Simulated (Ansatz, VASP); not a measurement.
# One calculation of Bi2Te3, two programs

Contents of INCAR:

```
  ALGO = Normal
  EDIFF = 1E-7
  ENCUT = 520
  GGA = CA
  ISIF = 2
  ISMEAR = -1
  LASPH = T
  LCHARG = F
  LREAL = F
  LWAVE = F
  NBANDS = 32
  NELM = 60
  PREC = Accurate
  SIGMA = 0.05
```

KPOINTS

```
k-points
0
Gamma
  7 7 7
```

POSCAR

```
Bi2Te3
1.0
    2.1930000000      1.2661291403     10.1656666667
   -2.1930000000      1.2661291403     10.1656666667
    0.0000000000     -2.5322582807     10.1656666667
Bi Te
2 3
Direct
    0.6000000000      0.6000000000      0.6000000000
    0.4000000000      0.4000000000      0.4000000000
    0.7905000000      0.7905000000      0.7905000000
    0.2095000000      0.2095000000      0.2095000000
    0.0000000000      0.0000000000      0.0000000000
```

input.yaml

```yaml
crystal:
  lattice:
    - [2.193, 1.2661291403, 10.1656666667]
    - [-2.193, 1.2661291403, 10.1656666667]
    - [0.0, -2.5322582807, 10.1656666667]
  atoms:
    - { symbol: Bi, position: [0.6, 0.6, 0.6] }
    - { symbol: Bi, position: [0.4, 0.4, 0.4] }
    - { symbol: Te, position: [0.7905, 0.7905, 0.7905] }
    - { symbol: Te, position: [0.2095, 0.2095, 0.2095] }
    - { symbol: Te, position: [0.0, 0.0, 0.0] }
hamiltonian:
  xc: lda
  pseudopotentials: { kind: paw, xc_functional: lda, accuracy: standard }
kpoints:
  mp_grid: { grid: [7, 7, 7] }
  band_path:
    path:
      - [[0.0, 0.0, 0.0], [0.5, 0.0, 0.0], [0.5, 0.1770083925, -0.1770083925]]
      - [[0.8229916075, 0.5, 0.1770083925], [0.5, 0.5, 0.5], [0.0, 0.0, 0.0], [0.3385041962, 0.0, -0.3385041962]]
      - [[0.6614958038, 0.3385041962, 0.0], [0.5, 0.5, 0.0], [0.6614958038, 0.6614958038, 0.1770083925], [0.5, 0.5, 0.5]]
      - [[0.5, 0.0, 0.0], [0.8229916075, 0.3385041962, 0.3385041962]]
    npoints: 14
scf:
  occupations: { method: fermi_dirac, width: 0.05 }
  n_extra_bands: 12
output:
  forces: true
  stress: true
  eigenvalues: true
  fatbands: false
```

Alike in both runs: functional LDA; k mesh 7 × 7 × 7; occupations fermi-dirac, width 0.05 eV; no spin polarisation.

|  | VASP | Ansatz |
| --- | --- | --- |
| version | VASP 6.6.1 | Ansatz 0.2.0 |
| potentials or method | VASP PAW LDA potentials, release 64 (Bi_d, Te) | JTH PAW LDA |
| plane-wave cutoff (eV) | 520 | 1800 |
| valence electrons in the cell | 48 | 48 |
| task | single point | band structure |

Ansatz gave:

- gap on the k mesh at the Fermi level (eV): 0.20
- least direct gap on the mesh (eV): 0.20
- pressure (GPa): -1.8
- traceless stress, the component that is largest in VASP (GPa): -0.34
- rms of the force components (eV/Å): 0.069

Which values does VASP return?

gap on the k mesh at the Fermi level (eV): 0.20; least direct gap on the mesh (eV): 0.20; pressure (GPa): -1.7; traceless stress, the component that is largest in VASP (GPa): -0.31; rms of the force components (eV/Å): 0.060.

LDA's correlation is that of Perdew and Zunger in VASP and of Perdew and Wang (1992) in Ansatz. Atom by atom the forces differ by 0.009 eV/Å (rms over components).

Spin-orbit coupling is off throughout.
